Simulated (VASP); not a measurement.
A run of VASP 6.6.1:

Contents of INCAR:

```
SYSTEM = Sc
  PREC = Accurate
  ENCUT = 520
  EDIFF = 1E-7
  ISMEAR = 0
  SIGMA = 0.15
  LREAL = .False.
  LASPH = .True.
  NELM = 80
  ALGO = Fast
  ISIF = 2
  LWAVE = .False.
  LCHARG = .False.
  GGA = PS
  NBANDS = 18
```

KPOINTS

```
Automatic mesh
0
Gamma
  15 15 10
  0 0 0
```

Contents of POSCAR:

```
Sc
1.0
    3.2769240353      0.0000000000      0.0000000000
   -1.6384620176      2.8378994608      0.0000000000
    0.0000000000      0.0000000000      5.3365000000
Sc
2
Direct
    0.3333333333      0.6666666667      0.2500000000
    0.6666666667      0.3333333333      0.7500000000
```

Potentials or basis: VASP PAW PBE potentials, release 64 (Sc_sv).

Run with:

```bash
$ cat potpaw_PBE.64/Sc_sv/POTCAR > POTCAR
$ mpirun -np 1 vasp_std > vasp.out
```

Hardware: 1 thread of Intel(R) Xeon(R) Platinum 8488C (Sapphire Rapids), with other jobs on the host.

**Question.** Estimate the wall time of this run.

**Answer.** Wall time 89 s on 1 thread of Intel(R) Xeon(R) Platinum 8488C (Sapphire Rapids), on a shared host, peak memory 0.24 GiB. Counts: scf iterations 19, k points 162.
